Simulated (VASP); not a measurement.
# HfSn3S8 (P-3m1) in VASP: single point with PBE

Aim: the single point of HfSn3S8 with PBE.

All numbers are computed with VASP 6.6.1; they aren't measurements. Logs are shortened: lines on timing, memory, paths and dates and some standing lists are left out, and cuts for length are marked.

### Step 1. The cell of the first run

It takes space group P-3m1 (No. 164, trigonal). Conventional cell: a = 7.398 Å, b = 7.398 Å, c = 6.817 Å, α = 90.00°, β = 90.00°, γ = 120.00°. Within 3.4 Å of Hf (site symmetry -3m) lie 6 S at 2.58 Å. Sn (site symmetry 2/m) has 6 S at 2.59 to 2.60 Å within 3.4 Å. S (site symmetry m) has 1 Hf at 2.58 Å and 2 Sn at 2.60 Å within 3.4 Å. Within 3.4 Å of S (site symmetry 3m) lie 3 Sn at 2.59 Å.

### Step 2. Single point, PBE

POSCAR

```
HfSn3S8
1.0
    7.3978110740     -0.0000000289      0.0000000000
   -3.6989055120      6.4066923369      0.0000000000
    0.0000000000      0.0000000000      6.8166630000
Hf Sn S
1 3 8
Direct
    0.0000000000      0.0000000000      0.0000000000
    0.5000000000      0.5000000000      0.0000000000
    0.5000000000      0.0000000000      0.0000000000
    0.0000000000      0.5000000000      0.0000000000
    0.6693210000      0.8346605000      0.2165610000
    0.6666666667      0.3333333333      0.2148820000
    0.1653395000      0.8346605000      0.2165610000
    0.1653395000      0.3306790000      0.2165610000
    0.8346605000      0.6693210000      0.7834390000
    0.8346605000      0.1653395000      0.7834390000
    0.3333333333      0.6666666667      0.7851180000
    0.3306790000      0.1653395000      0.7834390000
```

INCAR.step1

```
SYSTEM = HfSn3S8
  PREC = Accurate
  ENCUT = 520
  EDIFF = 1E-6
  ISMEAR = 0
  SIGMA = 0.02
  LREAL = .False.
  LASPH = .True.
  NELM = 80
  ALGO = Normal
  ISIF = 2
  LWAVE = .False.
  LCHARG = .True.
  LMAXMIX = 4
  GGA = PE
  NBANDS = 62
```

KPOINTS.step1

```
Automatic mesh
0
Gamma
  6 6 4
  0 0 0
```

INCAR.step2

```
SYSTEM = HfSn3S8
  PREC = Accurate
  ENCUT = 520
  EDIFF = 1E-6
  ISMEAR = -5
  SIGMA = 0.02
  LREAL = .False.
  LASPH = .True.
  NELM = 80
  ALGO = Normal
  ISIF = 2
  LWAVE = .False.
  LCHARG = .False.
  LMAXMIX = 4
  GGA = PE
  LORBIT = 11
  NEDOS = 1001
  ICHARG = 11
```

KPOINTS.step2

```
Automatic mesh
0
Gamma
  9 9 6
  0 0 0
```

Potentials or basis: VASP PAW PBE potentials, release 64 (Hf_pv, Sn_d, S).

On the command line:

```bash
$ cat potpaw_PBE.64/Hf_pv/POTCAR potpaw_PBE.64/Sn_d/POTCAR potpaw_PBE.64/S/POTCAR > POTCAR
$ cp INCAR.step1 INCAR
$ cp KPOINTS.step1 KPOINTS
$ mpirun -np 1 vasp_std > vasp.out
$ cp INCAR.step2 INCAR
$ cp KPOINTS.step2 KPOINTS
$ mpirun -np 1 vasp_std > vasp.out
```

OUTCAR:

```text
SYSTEM = HfSn3S8
   PREC = Accurate
   ENCUT = 520
   EDIFF = 1E-6
   ISMEAR = -5
   LREAL = .False.
   LASPH = .True.
   NELM = 80
   ISIF = 2
   GGA = PE
   LORBIT = 11
   ICHARG = 11

 ion  position               nearest neighbor table
   1  0.000  0.000  0.000-   8 2.58   9 2.58   5 2.58  12 2.58  10 2.58   7 2.58   2 3.70   2 3.70
                             4 3.70   4 3.70   3 3.70   3 3.70
   2  0.500  0.500  0.000-   6 2.59  11 2.59   5 2.60  12 2.60   8 2.60   9 2.60   1 3.70   1 3.70
                             3 3.70   3 3.70   4 3.70   4 3.70
   3  0.500  0.000  0.000-   6 2.59  11 2.59  10 2.60   7 2.60   5 2.60  12 2.60   4 3.70   4 3.70
                             2 3.70   2 3.70   1 3.70   1 3.70
   4  0.000  0.500  0.000-   6 2.59  11 2.59  10 2.60   7 2.60   8 2.60   9 2.60   3 3.70   3 3.70
                             1 3.70   1 3.70   2 3.70   2 3.70
   5  0.669  0.835  0.217-   1 2.58   2 2.60   3 2.60
   6  0.667  0.333  0.215-   3 2.59   4 2.59   2 2.59
   7  0.165  0.835  0.217-   1 2.58   4 2.60   3 2.60
   8  0.165  0.331  0.217-   1 2.58   2 2.60   4 2.60
   9  0.835  0.669  0.783-   1 2.58   2 2.60   4 2.60
  10  0.835  0.165  0.783-   1 2.58   4 2.60   3 2.60
  11  0.333  0.667  0.785-   3 2.59   4 2.59   2 2.59
  12  0.331  0.165  0.783-   1 2.58   2 2.60   3 2.60

  LATTYP: Found a hexagonal cell.
 ALAT       =     7.3978110740
 C/A-ratio  =     0.9214432393

  Lattice vectors:

 A1 = (   7.3978110740,  -0.0000000289,   0.0000000000)
 A2 = (  -3.6989055120,   6.4066923369,   0.0000000000)
 A3 = (   0.0000000000,   0.0000000000,   6.8166630000)

Analysis of symmetry for initial positions (statically):
=====================================================================
 Subroutine PRICEL returns:
 Original cell was already a primitive cell.

 Routine SETGRP: Setting up the symmetry group for a
 hexagonal supercell.

 Subroutine GETGRP returns: Found 12 space group operations
 (whereof 12 operations were pure point group operations)
 out of a pool of 24 trial point group operations.

The static configuration has the point symmetry D_3d.

Analysis of symmetry for dynamics (positions and initial velocities):
=====================================================================
 Subroutine PRICEL returns:
 Original cell was already a primitive cell.

 Routine SETGRP: Setting up the symmetry group for a
 hexagonal supercell.

 Subroutine GETGRP returns: Found 12 space group operations
 (whereof 12 operations were pure point group operations)
 out of a pool of 24 trial point group operations.

The dynamic configuration has the point symmetry D_3d.

 Subroutine INISYM returns: Found 12 space group operations
 (whereof 12 operations are pure point group operations),
 and found     1 'primitive' translations

----------------------------------------------------------------------------------------

                                     Primitive cell

  volume of cell :     323.0791

  direct lattice vectors                    reciprocal lattice vectors
     7.397811074 -0.000000029  0.000000000     0.135175120  0.078043391  0.000000000
    -3.698905512  6.406692337  0.000000000     0.000000001  0.156086784  0.000000000
     0.000000000  0.000000000  6.816663000     0.000000000  0.000000000  0.146699345

  length of vectors
     7.397811074  7.397811074  6.816663000     0.156086784  0.156086784  0.146699345

  position of ions in fractional coordinates (direct lattice)
     0.000000000  0.000000000  0.000000000
     0.500000000  0.500000000  0.000000000
     0.500000000  0.000000000  0.000000000
     0.000000000  0.500000000  0.000000000
     0.669321000  0.834660500  0.216561000
     0.666666667  0.333333333  0.214882000
     0.165339500  0.834660500  0.216561000
     0.165339500  0.330679000  0.216561000
     0.834660500  0.669321000  0.783439000
     0.834660500  0.165339500  0.783439000
     0.333333333  0.666666667  0.785118000
     0.330679000  0.165339500  0.783439000

  ion indices of the primitive-cell ions
   primitive index   ion index
                 1           1
                 2           2
                 3           3
[... 37 lines left out ...]

 Following reciprocal coordinates:
            Coordinates               Weight
  0.000000  0.000000  0.000000      1.000000
  0.111111  0.000000  0.000000      6.000000
  0.222222 -0.000000  0.000000      6.000000
  0.333333  0.000000  0.000000      6.000000
  0.444444 -0.000000  0.000000      6.000000
  0.111111  0.111111  0.000000      6.000000
[... 16 lines left out ...]
  0.222222  0.111111  0.166667     12.000000
 -0.111111  0.333333  0.166667     12.000000
 [... further k-points ...]
   k-points           NKPTS =     62   k-points in BZ     NKDIM =     62   number of bands    NBANDS=     60
   number of dos      NEDOS =   1001   number of ions     NIONS =     12
   total plane-waves  NPLWV = 169344
   dimension x,y,z NGX =    56 NGY =   56 NGZ =   54
   dimension x,y,z NGXF=   112 NGYF=  112 NGZF=  108
   ions per type =               1   3   8
   NGX,Y,Z   is equivalent  to a cutoff of  12.58, 12.58, 13.17 a.u.
   NGXF,Y,Z  is equivalent  to a cutoff of  25.17, 25.17, 26.34 a.u.
 SYSTEM =  HfSn3S8
   PREC   = accura    normal or accurate (medium, high low for compatibility)
   ISTART =      0    job   : 0-new  1-cont  2-samecut
   ICHARG =     11    charge: 1-file 2-atom 10-const
   ISPIN  =      1    spin polarized calculation?
   LNONCOLLINEAR =      F non collinear calculations
   LSORBIT =      F    spin-orbit coupling
   LASPH  =      T    aspherical Exc in radial PAW
   ENCUT  =  520.0 eV  38.22 Ry    6.18 a.u.  13.76 13.76 12.67*2*pi/ulx,y,z
   NELM   =     80;   NELMIN=  2; NELMDL=  0     # of ELM steps
   EDIFF  = 0.1E-05   stopping-criterion for ELM
   LREAL  =      F    real-space projection
   EDIFFG = 0.1E-04   stopping-criterion for IOM
   NSW    =      0    number of steps for IOM
   IBRION =     -1    ionic relax: 0-MD 1-quasi-New 2-CG
   NFREE  =      0    steps in history (QN), initial steepest desc. (CG)
   ISIF   =      2    stress and relaxation
   ISYM   =      2    0-nonsym 1-usesym 2-fastsym
   POTIM  = 0.5000    time-step for ionic-motion
   TEBEG  =    0.0;   TEEND  =   0.0 temperature during run
   PSTRESS=    0.0 pullay stress
   NELECT =     100.0000    total number of electrons
   NUPDOWN=      -1.0000    fix difference up-down
   EMIN   =  10.00;   EMAX   =-10.00  energy-range for DOS
   EFERMI =   0.00;   METHOD = LEGACY
   ISMEAR =    -5;   SIGMA  =   0.02  broadening in eV -4-tet -1-fermi 0-gaus
   EFERMI_NEDOS =   21; number of points for ismear=-14 and -15
   IALGO  =     38    algorithm
   IMIX   =      4    mixing-type and parameters
     AMIX     =   0.40;   BMIX     =  1.00
     AMIX_MAG =   1.60;   BMIX_MAG =  1.00
  volume/ion in A,a.u.               =      26.92       181.69
  Fermi-wavevector in a.u.,A,eV,Ry     =   1.107402  2.092686 16.685349  1.226339
  Thomas-Fermi vector in A             =   2.243915
   LORBIT       =     11    0 simple, 1 ext, 2 COOP (PROOUT), +10 PAW based schemes
   GGA     = PE    functional components
   LHFCALC =     F    Hartree Fock is set to
   AEXX    =    0.0000 exact exchange contribution
   IVDW    =     0    specifies the selected vdW correction
   LEPSILON=     F    determine dielectric tensor
   LRPA    =     F    only Hartree local field effects (RPA)
 non-spin polarized calculation
 Fermi weights with tetrahedron method with Bloechl corrections
  energy-cutoff  :      520.00
  volume of cell :      323.08
 maximum number of plane-waves:      8722
 NGX is ok and might be reduce to    56

 number of electron     100.0000014 magnetization

 Free energy of the ion-electron system (eV)
  ---------------------------------------------------
  ext. energy  EPLUGINS =         0.00000000
  ---------------------------------------------------
  free energy    TOTEN  =       -62.03113660 eV

  energy without entropy =      -62.03113660  energy(sigma->0) =      -62.03113660

 E-fermi :   2.4175     XC(G=0):  -8.5903

 val. band max:        2.3847731346   @ k =   0.3333   0.3333   0.0000
 cond. band min:       3.2799737655   @ k =   0.0000   0.0000   0.0000
 fundamental gap:      0.8952006308
 Fermi energy:         2.4174879547

 k-point     1 :       0.0000    0.0000    0.0000
  band No.  band energies     occupation
      1     -28.0988      2.00000
      2     -28.0988      2.00000
      3     -28.0642      2.00000
      4     -18.5660      2.00000
      5     -18.5228      2.00000
      6     -18.5228      2.00000
[... 1501 lines left out ...]
     59       7.7602      0.00000
     60       7.9950      0.00000

 [... further k-points ...]

------------------------ aborting loop because EDIFF is reached ----------------------------------------

  FORCE on cell =-STRESS in cart. coord.  units (eV):
  Direction    XX          YY          ZZ          XY          YZ          ZX
  --------------------------------------------------------------------------------------
  -------------------------------------------------------------------------------------
  Total       -0.4751583     -0.4751583     -0.2334966      0.0000000      0.0000000     -0.0000000
  in kB       -2.3563511     -2.3563511     -1.1579298      0.0000000      0.0000000     -0.0000000
  external PRESSURE =      -1.9568773 kB  Pullay stress =       0.0000000 kB

 VOLUME and BASIS-vectors are now :
 -----------------------------------------------------------------------------
  energy-cutoff  :      520.00
  volume of cell :      323.08
      direct lattice vectors                 reciprocal lattice vectors
     7.397811074 -0.000000029  0.000000000     0.135175120  0.078043391  0.000000000
    -3.698905512  6.406692337  0.000000000     0.000000001  0.156086784  0.000000000
     0.000000000  0.000000000  6.816663000     0.000000000  0.000000000  0.146699345

 POSITION                                       TOTAL-FORCE (eV/Angst)
 -----------------------------------------------------------------------------------
      0.00000      0.00000      0.00000        -0.000000      0.000000     -0.000000
      1.84945      3.20335      0.00000         0.000000      0.000000     -0.000000
      3.69891     -0.00000      0.00000         0.000000      0.000000     -0.000000
     -1.84945      3.20335      0.00000         0.000000      0.000000     -0.000000
      1.86418      5.34741      1.47622         0.026729      0.015432     -0.024133
      3.69891      2.13556      1.46478         0.000000      0.000000     -0.009341
     -1.86418      5.34741      1.47622        -0.026729      0.015432     -0.024133
      0.00000      2.11856      1.47622        -0.000000     -0.030864     -0.024133
      3.69891      4.28813      5.34044         0.000000      0.030864      0.024133
      5.56309      1.05928      5.34044         0.026729     -0.015432      0.024133
      0.00000      4.27113      5.35188        -0.000000      0.000000      0.009341
      1.83473      1.05928      5.34044        -0.026729     -0.015432      0.024133
 -----------------------------------------------------------------------------------
    total drift:                               -0.000000      0.000000      0.000000

  FREE ENERGIE OF THE ION-ELECTRON SYSTEM (eV)
  ---------------------------------------------------
  free  energy   TOTEN  =       -62.0311366027 eV

  energy  without entropy=      -62.0311366027  energy(sigma->0) =      -62.03113660

 total charge

# of ion       s       p       d       tot
------------------------------------------
    1        0.326   6.517   1.322   8.165
    2        1.020   0.994  10.133  12.147
    3        1.020   0.994  10.133  12.147
    4        1.020   0.994  10.133  12.147
    5        1.355   2.362   0.000   3.718
    6        1.367   2.318   0.000   3.685
    7        1.355   2.362   0.000   3.718
    8        1.355   2.362   0.000   3.718
    9        1.355   2.362   0.000   3.718
   10        1.355   2.362   0.000   3.718
   11        1.367   2.318   0.000   3.685
   12        1.355   2.362   0.000   3.718
--------------------------------------------------
tot         14.252  28.308  31.720  74.280
```

Run time: 26 min. Hardware: 1 thread of Intel Xeon Platinum 8259CL at 2.50GHz (Skylake/Cascade Lake), shared host; peak memory 1.1 GiB.

Results:

* Valence electrons inside the program's atomic spheres: Hf 8.16; Sn 12.15; S 3.72, 3.69 (each value once)

Levels at points of the mesh, in eV from the valence-band top:
```csv
k point,band 46,band 47,band 48,band 49,band 50,band 51,band 52,band 53,band 54,band 55
"(0.00, 0.00, 0.00)",-0.31,-0.25,-0.19,-0.08,-0.08,0.90,0.90,1.58,3.23,3.66
"(0.00, 0.00, 0.50)",-0.26,-0.26,-0.25,-0.07,-0.07,0.92,0.92,1.68,3.48,3.48
```

Caveat: spin-orbit coupling is left out, which moves the levels of the heavy elements; this functional lacks dispersion, which binds layers or chains, so the pressure and a relaxed spacing across them are unreliable.
